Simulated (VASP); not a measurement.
**Ce: single point with r2SCAN**

Ce:

```
Ce
1.0
     0.00000    2.34664    2.34664
     2.34664    0.00000    2.34664
     2.34664    2.34664    0.00000
Ce
1
Direct
  0.00000 0.00000 0.00000
```

This cell differs from its parent crystal: volume scaled by 1.020.

```yaml
Program: VASP 6.6.1
Task: single point
Functional: r2SCAN
Potentials_or_basis: VASP PAW PBE potentials, release 64 (Ce)
Cutoff: 520 eV
k_mesh: 16 × 16 × 16
Occupations: gaussian, width 0.05 eV
Spin: no spin polarisation
```

```json
{
  "Pressure": "-1.1 GPa",
  "Band gap on the k mesh": "zero (band 6 reaches 10.15 eV, above the bottom of band 7 at 9.70 eV)"
}
```

Levels at points of the mesh, in eV from the Fermi level:
| k point | band 3 | band 4 | band 5 | band 6 | band 7 | band 8 | band 9 | band 10 |
| --- | --- | --- | --- | --- | --- | --- | --- | --- |
| (0.00, 0.00, 0.00) | -16.76 | -16.76 | -2.90 | -0.38 | 0.40 | 0.40 | 0.40 | 1.37 |
| (0.50, 0.00, 0.00) | -17.14 | -17.14 | -2.27 | -0.20 | 0.62 | 0.62 | 0.72 | 1.05 |
| (0.50, 0.50, 0.00) | -17.87 | -17.87 | -3.23 | -2.56 | 0.71 | 0.73 | 0.79 | 0.79 |

It took 3.9 min on 1 thread of Intel Xeon 6975P-C, with other jobs on the host, peak memory 0.22 GiB.

Caveat: the PAW data sets were made with another functional, which shifts forces and pressure a little; spin-orbit coupling is left out, which moves the levels of the heavy elements. Spin polarisation is off, so any magnetic state and its effect on volume and gap are missing.
